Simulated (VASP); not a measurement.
Here is a VASP 6.6.1 calculation.

INCAR

```
PREC = Accurate
ENCUT = 520
EDIFF = 1E-7
ISMEAR = -1
SIGMA = 0.1
LREAL = False
LASPH = True
NELM = 100
ALGO = Normal
ISIF = 2
LWAVE = False
LCHARG = True
LELF = True
LVHAR = True
NBANDS = 12
```

KPOINTS

```
regular mesh
0
Gamma
  13 13 13
```

File POSCAR:

```
Zr
1.0
    2.8689325676      0.0000000000      0.0000000000
    0.0000000000      2.8689325676      0.0000000000
    0.0000000000      0.0000000000      2.8689325676
Zr
1
Direct
    0.0000000000      0.0000000000      0.0000000000
```

Potentials or basis: VASP PAW LDA potentials, release 64 (Zr_sv).

The run is started by

```console
$ cat potpaw_LDA.64/Zr_sv/POTCAR > POTCAR
$ mpirun -np 1 vasp_std > vasp.out
```

Estimate the band gap on the k mesh.

zero (band 6 reaches 9.06 eV, above the bottom of band 7 at 6.51 eV).

Estimate the pressure.

-2.2 GPa.
